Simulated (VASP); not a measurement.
# K2LiAlF6 (Fm-3m) in VASP: single point with LDA

Aim: the single point of K2LiAlF6 with LDA.

All numbers are computed with VASP 6.6.1; they aren't measurements. Logs are shortened: lines on timing, memory, paths and dates and some standing lists are left out, and cuts for length are marked.

### Step 1. The cell of the first run

The structure is cubic, space group Fm-3m (No. 225). The conventional cell has a = 7.639 Å, b = 7.639 Å, c = 7.639 Å, α = 90.00°, β = 90.00°, γ = 90.00°. Within 3.6 Å of K (site symmetry -43m) lie 12 F at 2.70 Å and 4 Li at 3.31 Å and 4 Al at 3.31 Å. Li (site symmetry m-3m) has 6 F at 2.02 Å within 2.7 Å. Al (site symmetry m-3m) has 6 F at 1.80 Å within 2.4 Å. F (site symmetry 4mm) has 1 Al at 1.80 Å and 1 Li at 2.02 Å within 2.4 Å.

### Step 2. Single point, LDA

File INCAR:

```
SYSTEM = K2LiAlF6
PREC = Accurate ; ENCUT = 910
EDIFF = 1E-6 ; ISMEAR = 0
SIGMA = 0.02 ; LREAL = .False.
LASPH = .True. ; NELM = 120
ALGO = Normal ; ISIF = 2
LWAVE = .False. ; LCHARG = .False.
GGA = CA ; NBANDS = 44
GGA_COMPAT = .False.
```

File KPOINTS:

```
Automatic mesh
0
Gamma
  6 6 6
  0 0 0
```

File POSCAR:

```
K2LiAlF6
1.0
    0.0000000000      3.8195885690      3.8195885690
    3.8195885690      0.0000000000      3.8195885690
    3.8195885690      3.8195885690      0.0000000000
K Li Al F
2 1 1 6
Direct
    0.2500000000      0.2500000000      0.2500000000
    0.7500000000      0.7500000000      0.7500000000
    0.5000000000      0.5000000000      0.5000000000
    0.0000000000      0.0000000000      0.0000000000
    0.7640051587      0.2359948413      0.2359948413
    0.2359948413      0.7640051587      0.2359948413
    0.2359948413      0.7640051587      0.7640051587
    0.7640051587      0.2359948413      0.7640051587
    0.2359948413      0.2359948413      0.7640051587
    0.7640051587      0.7640051587      0.2359948413
```

Potentials or basis: VASP PAW LDA potentials, release 64 (K_sv, Li_sv, Al, F_h).

The run is started by

```
cat potpaw_LDA.64/K_sv/POTCAR potpaw_LDA.64/Li_sv/POTCAR potpaw_LDA.64/Al/POTCAR potpaw_LDA.64/F_h/POTCAR > POTCAR
mpirun -np 1 vasp_std > vasp.out
```

OUTCAR:

```text
SYSTEM = K2LiAlF6
   PREC = Accurate
   ENCUT = 910
   EDIFF = 1E-6
   ISMEAR = 0
   LREAL = .False.
   LASPH = .True.
   NELM = 120
   ISIF = 2
   GGA = CA

 ion  position               nearest neighbor table
   1  0.250  0.250  0.250-   4 3.31   4 3.31   4 3.31   4 3.31
   2  0.750  0.750  0.750-   4 3.31   4 3.31   4 3.31   4 3.31
   3  0.500  0.500  0.500-   5 2.02   6 2.02   7 2.02   8 2.02   9 2.02  10 2.02
   4  0.000  0.000  0.000-   5 1.80   6 1.80   7 1.80   8 1.80   9 1.80  10 1.80   2 3.31   2 3.31
                             2 3.31   1 3.31   1 3.31   1 3.31   2 3.31   1 3.31
   5  0.764  0.236  0.236-   4 1.80   3 2.02
   6  0.236  0.764  0.236-   4 1.80   3 2.02
   7  0.236  0.764  0.764-   4 1.80   3 2.02
   8  0.764  0.236  0.764-   4 1.80   3 2.02
   9  0.236  0.236  0.764-   4 1.80   3 2.02
  10  0.764  0.764  0.236-   4 1.80   3 2.02

  LATTYP: Found a face centered cubic cell.
 ALAT       =     7.6391771380

  Lattice vectors:

 A1 = (   0.0000000000,   3.8195885690,   3.8195885690)
 A2 = (   3.8195885690,   0.0000000000,   3.8195885690)
 A3 = (   3.8195885690,   3.8195885690,   0.0000000000)

Analysis of symmetry for initial positions (statically):
=====================================================================
 Subroutine PRICEL returns:
 Original cell was already a primitive cell.

 Routine SETGRP: Setting up the symmetry group for a
 face centered cubic supercell.

 Subroutine GETGRP returns: Found 48 space group operations
 (whereof 48 operations were pure point group operations)
 out of a pool of 48 trial point group operations.

The static configuration has the point symmetry O_h .

Analysis of symmetry for dynamics (positions and initial velocities):
=====================================================================
 Subroutine PRICEL returns:
 Original cell was already a primitive cell.

 Routine SETGRP: Setting up the symmetry group for a
 face centered cubic supercell.

 Subroutine GETGRP returns: Found 48 space group operations
 (whereof 48 operations were pure point group operations)
 out of a pool of 48 trial point group operations.

The dynamic configuration has the point symmetry O_h .

 Subroutine INISYM returns: Found 48 space group operations
 (whereof 48 operations are pure point group operations),
 and found     1 'primitive' translations

----------------------------------------------------------------------------------------

                                     Primitive cell

  volume of cell :     111.4499

  direct lattice vectors                    reciprocal lattice vectors
     0.000000000  3.819588569  3.819588569    -0.130904151  0.130904151  0.130904151
     3.819588569  0.000000000  3.819588569     0.130904151 -0.130904151  0.130904151
     3.819588569  3.819588569  0.000000000     0.130904151  0.130904151 -0.130904151

  length of vectors
     5.401713957  5.401713957  5.401713957     0.226732641  0.226732641  0.226732641

  position of ions in fractional coordinates (direct lattice)
     0.250000000  0.250000000  0.250000000
     0.750000000  0.750000000  0.750000000
     0.500000000  0.500000000  0.500000000
     0.000000000  0.000000000  0.000000000
     0.764005159  0.235994841  0.235994841
     0.235994841  0.764005159  0.235994841
     0.235994841  0.764005159  0.764005159
     0.764005159  0.235994841  0.764005159
     0.235994841  0.235994841  0.764005159
     0.764005159  0.764005159  0.235994841

  ion indices of the primitive-cell ions
   primitive index   ion index
                 1           1
                 2           2
                 3           3
                 4           4
                 5           5
                 6           6
                 7           7
                 8           8
                 9           9
                10          10

----------------------------------------------------------------------------------------

 KPOINTS: Automatic mesh

Automatic generation of k-mesh.
 Grid dimensions read from file:
 generate k-points for:    6    6    6

 Generating k-lattice:

  Cartesian coordinates                     Fractional coordinates (reciprocal lattice)
    -0.021817359  0.021817359  0.021817359     0.166666667  0.000000000  0.000000000
     0.021817359 -0.021817359  0.021817359     0.000000000  0.166666667  0.000000000
     0.021817359  0.021817359 -0.021817359     0.000000000  0.000000000  0.166666667

  Length of vectors
     0.037788774  0.037788774  0.037788774

  Shift w.r.t. Gamma in fractional coordinates (k-lattice)
     0.000000000  0.000000000  0.000000000

 Subroutine IBZKPT returns following result:
 ===========================================

 Found     16 irreducible k-points:

 Following reciprocal coordinates:
            Coordinates               Weight
  0.000000  0.000000  0.000000      1.000000
  0.166667  0.000000  0.000000      8.000000
  0.333333  0.000000  0.000000      8.000000
  0.500000  0.000000  0.000000      4.000000
  0.166667  0.166667  0.000000      6.000000
  0.333333  0.166667  0.000000     24.000000
[... 8 lines left out ...]
 -0.333333  0.333333  0.166667     24.000000
 -0.333333  0.500000  0.166667     12.000000
   k-points           NKPTS =     16   k-points in BZ     NKDIM =     16   number of bands    NBANDS=     44
   number of dos      NEDOS =    301   number of ions     NIONS =     10
   total plane-waves  NPLWV = 157464
   dimension x,y,z NGX =    54 NGY =   54 NGZ =   54
   dimension x,y,z NGXF=   108 NGYF=  108 NGZF=  108
   ions per type =               2   1   1   6
   NGX,Y,Z   is equivalent  to a cutoff of  16.62, 16.62, 16.62 a.u.
   NGXF,Y,Z  is equivalent  to a cutoff of  33.24, 33.24, 33.24 a.u.
 SYSTEM =  K2LiAlF6
   PREC   = accura    normal or accurate (medium, high low for compatibility)
   ISTART =      0    job   : 0-new  1-cont  2-samecut
   ICHARG =      2    charge: 1-file 2-atom 10-const
   ISPIN  =      1    spin polarized calculation?
   LNONCOLLINEAR =      F non collinear calculations
   LSORBIT =      F    spin-orbit coupling
   LASPH  =      T    aspherical Exc in radial PAW
   ENCUT  =  910.0 eV  66.88 Ry    8.18 a.u.  13.29 13.29 13.29*2*pi/ulx,y,z
   NELM   =    120;   NELMIN=  2; NELMDL= -5     # of ELM steps
   EDIFF  = 0.1E-05   stopping-criterion for ELM
   LREAL  =      F    real-space projection
   EDIFFG = 0.1E-04   stopping-criterion for IOM
   NSW    =      0    number of steps for IOM
   IBRION =     -1    ionic relax: 0-MD 1-quasi-New 2-CG
   NFREE  =      0    steps in history (QN), initial steepest desc. (CG)
   ISIF   =      2    stress and relaxation
   ISYM   =      2    0-nonsym 1-usesym 2-fastsym
   POTIM  = 0.5000    time-step for ionic-motion
   TEBEG  =    0.0;   TEEND  =   0.0 temperature during run
   PSTRESS=    0.0 pullay stress
   NELECT =      66.0000    total number of electrons
   NUPDOWN=      -1.0000    fix difference up-down
   EMIN   =  10.00;   EMAX   =-10.00  energy-range for DOS
   EFERMI =   0.00;   METHOD = LEGACY
   ISMEAR =     0;   SIGMA  =   0.02  broadening in eV -4-tet -1-fermi 0-gaus
   EFERMI_NEDOS =   21; number of points for ismear=-14 and -15
   IALGO  =     38    algorithm
   IMIX   =      4    mixing-type and parameters
     AMIX     =   0.40;   BMIX     =  1.00
     AMIX_MAG =   1.60;   BMIX_MAG =  1.00
  volume/ion in A,a.u.               =      11.14        75.21
  Fermi-wavevector in a.u.,A,eV,Ry     =   1.374768  2.597936 25.714852  1.889988
  Thomas-Fermi vector in A             =   2.500165
   LORBIT       =      0    0 simple, 1 ext, 2 COOP (PROOUT), +10 PAW based schemes
   GGA     = CA    functional components
   LHFCALC =     F    Hartree Fock is set to
   AEXX    =    0.0000 exact exchange contribution
   IVDW    =     0    specifies the selected vdW correction
   LEPSILON=     F    determine dielectric tensor
   LRPA    =     F    only Hartree local field effects (RPA)
 non-spin polarized calculation
 Gauss-broadening in eV      SIGMA  =   0.02
  energy-cutoff  :      910.00
  volume of cell :      111.45
 maximum number of plane-waves:      6982
 NGX is ok and might be reduce to    54
   NGX = 27   NGY = 27   NGZ = 27

 number of electron      66.0000014 magnetization

 Free energy of the ion-electron system (eV)
  ---------------------------------------------------
  ext. energy  EPLUGINS =         0.00000000
  ---------------------------------------------------
  free energy    TOTEN  =       -55.85137164 eV

  energy without entropy =      -55.85137164  energy(sigma->0) =      -55.85137164

 E-fermi :  -0.6191     XC(G=0): -10.8608

 val. band max:       -0.7055367004   @ k =   0.0000   0.0000   0.0000
 cond. band min:       7.4107208691   @ k =   0.0000   0.0000   0.0000
 fundamental gap:      8.1162575695
 Fermi energy:        -0.6190759133

 k-point     1 :       0.0000    0.0000    0.0000
  band No.  band energies     occupation
      1     -40.6505      2.00000
      2     -25.5537      2.00000
      3     -25.4074      2.00000
      4     -21.1244      2.00000
      5     -20.3819      2.00000
      6     -20.3819      2.00000
[... 36 lines left out ...]
     43      13.2096      0.00000
     44      14.0435      0.00000

 k-point     2 :       0.1667    0.0000    0.0000
  band No.  band energies     occupation
      1     -40.6505      2.00000
      2     -25.5397      2.00000
      3     -25.4132      2.00000
      4     -21.1199      2.00000
      5     -20.4200      2.00000
      6     -20.3667      2.00000
[... 36 lines left out ...]
     43      13.2700      0.00000
     44      13.5509      0.00000

 k-point     3 :       0.3333    0.0000    0.0000
  band No.  band energies     occupation
      1     -40.6504      2.00000
      2     -25.5046      2.00000
      3     -25.4317      2.00000
      4     -21.1074      2.00000
      5     -20.4989      2.00000
      6     -20.3289      2.00000
[... 36 lines left out ...]
     43      12.6821      0.00000
     44      12.6839      0.00000

 k-point     4 :       0.5000    0.0000    0.0000
  band No.  band energies     occupation
      1     -40.6504      2.00000
      2     -25.4649      2.00000
      3     -25.4631      2.00000
      4     -21.0991      2.00000
      5     -20.5402      2.00000
      6     -20.3033      2.00000
[... 506 lines left out ...]
     43      12.5738      0.00000
     44      12.8746      0.00000

 k-point    15 :      -0.3333    0.3333    0.1667
  band No.  band energies     occupation
      1     -40.6504      2.00000
      2     -25.4597      2.00000
      3     -25.4592      2.00000
      4     -21.0877      2.00000
      5     -20.4969      2.00000
      6     -20.3731      2.00000
[... 36 lines left out ...]
     43      12.6105      0.00000
     44      12.8131      0.00000

 k-point    16 :      -0.3333    0.5000    0.1667
  band No.  band energies     occupation
      1     -40.6504      2.00000
      2     -25.4695      2.00000
      3     -25.4463      2.00000
      4     -21.0850      2.00000
      5     -20.4614      2.00000
      6     -20.4053      2.00000
[... 36 lines left out ...]
     43      12.7087      0.00000
     44      12.8008      0.00000

------------------------ aborting loop because EDIFF is reached ----------------------------------------

  FORCE on cell =-STRESS in cart. coord.  units (eV):
  Direction    XX          YY          ZZ          XY          YZ          ZX
  --------------------------------------------------------------------------------------
  -------------------------------------------------------------------------------------
  Total       -0.1065712     -0.1065712     -0.1065712     -0.0000000      0.0000000      0.0000000
  in kB       -1.5320425     -1.5320425     -1.5320425     -0.0000000      0.0000000      0.0000000
  external PRESSURE =      -1.5320425 kB  Pullay stress =       0.0000000 kB

 VOLUME and BASIS-vectors are now :
 -----------------------------------------------------------------------------
  energy-cutoff  :      910.00
  volume of cell :      111.45
      direct lattice vectors                 reciprocal lattice vectors
     0.000000000  3.819588569  3.819588569    -0.130904151  0.130904151  0.130904151
     3.819588569  0.000000000  3.819588569     0.130904151 -0.130904151  0.130904151
     3.819588569  3.819588569  0.000000000     0.130904151  0.130904151 -0.130904151

 POSITION                                       TOTAL-FORCE (eV/Angst)
 -----------------------------------------------------------------------------------
      1.90979      1.90979      1.90979        -0.000000      0.000000      0.000000
      5.72938      5.72938      5.72938        -0.000000     -0.000000      0.000000
      3.81959      3.81959      3.81959        -0.000000     -0.000000      0.000000
      0.00000      0.00000      0.00000        -0.000000     -0.000000     -0.000000
      1.80281      3.81959      3.81959         0.052836     -0.000000      0.000000
      3.81959      1.80281      3.81959        -0.000000      0.052836      0.000000
      5.83637      3.81959      3.81959        -0.052836     -0.000000      0.000000
      3.81959      5.83637      3.81959        -0.000000     -0.052836      0.000000
      3.81959      3.81959      1.80281        -0.000000     -0.000000      0.052836
      3.81959      3.81959      5.83637        -0.000000     -0.000000     -0.052836
 -----------------------------------------------------------------------------------
    total drift:                                0.000000      0.000000      0.000000

  FREE ENERGIE OF THE ION-ELECTRON SYSTEM (eV)
  ---------------------------------------------------
  free  energy   TOTEN  =       -55.8513716367 eV

  energy  without entropy=      -55.8513716367  energy(sigma->0) =      -55.85137164
```

It took 3.9 min on 1 thread of Intel Xeon Platinum 8259CL at 2.50GHz (Skylake/Cascade Lake), shared host; peak memory 0.4 GiB.

What came out:

* Free energy: -55.8514 eV
* Pressure: -0.2 GPa
* Largest force: 0.053 eV/Å
* Band gap on the k mesh: 8.12 eV

Forces in eV/Å, atoms in the order of the input:
```
K    0.000  0.000  0.000
K    0.000  0.000  0.000
Li   0.000  0.000  0.000
Al   0.000  0.000  0.000
F    0.053  0.000  0.000
F    0.000  0.053  0.000
F   -0.053  0.000  0.000
F    0.000 -0.053  0.000
F    0.000  0.000  0.053
F    0.000  0.000 -0.053
```

Caveat: the cutoff is under 1.25 times the usual one of these potentials, so pressure, stress and relaxed cells hold a basis-set (Pulay) error.
